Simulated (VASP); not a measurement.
Be:

```
Be
1.0
     0.00000    1.77734    1.77734
     1.77734    0.00000    1.77734
     1.77734    1.77734    0.00000
Be
2
Cartesian
  -0.4443 -0.4443 -0.4443
  0.4443 0.4443 0.4443
```

Base run:

- Program: VASP 6.6.1
- Functional: LDA
- Potentials or basis: VASP PAW LDA potentials, release 64 (Be)
- Cutoff: 520 eV
- k mesh: 15 × 15 × 15
- Occupations: tetrahedron
- Spin: no spin polarisation

Its results: band gap on the k mesh zero (band 2 reaches 18.15 eV, above the bottom of band 3 at 8.01 eV); pressure 196.4 GPa.

Q: The run is repeated on the same cell with these changes: occupations from tetrahedron to fermi-dirac, width 0.08 eV. What comes out?

A: Band gap on the k mesh zero (band 2 reaches 18.15 eV, above the bottom of band 3 at 8.01 eV); pressure 197.0 GPa.
